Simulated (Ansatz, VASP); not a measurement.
One calculation of MoS2, two programs

```
CELL_PARAMETERS angstrom
1.58759 0.91660 6.51106
-1.58759 0.91660 6.51106
0.00000 -1.83319 6.51106
ATOMIC_POSITIONS crystal
Mo 0.00011 0.00011 0.00011
S 0.25369 0.25369 0.25369
S 0.41321 0.41321 0.41321
```

Change from the starting cell: uniaxial_z strain +5.1%.

Alike in both runs: task single point; functional r2SCAN; k mesh 10 × 10 × 10; no spin polarisation.

```csv
,VASP,Ansatz
version,VASP 6.6.1,Ansatz 0.2.0
potentials or method,"VASP PAW PBE potentials, release 64 (Mo_sv, S)","plane waves, PAW"
plane-wave cutoff (eV),520,500
occupations,"gaussian, width 0.01 eV",fixed
valence electrons in the cell,26,26
```

```csv
,VASP,Ansatz,Ansatz less VASP
gap on the k mesh at the Fermi level (eV),1.34,1.33,-0.011
pressure (GPa),0.4,0.3,-0.05
"traceless stress, the component that is largest in VASP (GPa)",-0.82,-0.76,+0.057
rms of the force components (eV/Å),0.022,0.024,+0.0019
```

VASP's potentials were made for PBE, not for r2SCAN. Atom by atom the forces differ by 0.002 eV/Å (rms over components).
